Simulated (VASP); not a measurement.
## BeS (fa.b): single point with PBEsol

Crystal: BeS (fa.b).

```xyz
2
Lattice="0.0000 2.4188 2.4188 2.4188 0.0000 2.4188 2.4188 2.4188 0.0000" Properties=species:S:1:pos:R:3 pbc="T T T"
Be    0.0000    0.0000    0.0000
S     1.2094    1.2094    1.2094
```

* Program: VASP 6.6.1
* Task: single point
* Functional: PBEsol
* Potentials or basis: VASP PAW PBE potentials, release 64 (Be, S)
* Cutoff: 600 eV
* k mesh: 8 × 8 × 8
* Occupations: gaussian, width 0.02 eV
* Spin: no spin polarisation

```
Pressure               : 0.2 GPa
Band gap on the k mesh : 2.91 eV, indirect (least direct gap 5.61 eV)
```

Levels at points of the mesh, in eV from the valence-band top:
```csv
k point,band 1,band 2,band 3,band 4,band 5,band 6,band 7,band 8
"(0.00, 0.00, 0.00)",-13.77,0.00,0.00,0.00,5.61,5.61,5.61,5.77
"(0.50, 0.00, 0.00)",-12.11,-5.91,-1.05,-1.05,5.41,6.48,6.48,11.01
"(0.50, 0.50, 0.00)",-11.56,-5.11,-2.70,-2.70,2.91,4.80,12.81,12.81
```

It took 19 s on 1 thread of Intel Xeon 8259CL, on a shared host, peak memory 0.15 GiB.

Caveat: the PAW data sets were made with another functional, which shifts forces and pressure a little. A hybrid or GW would open this gap; PBEsol tends to underestimate it.
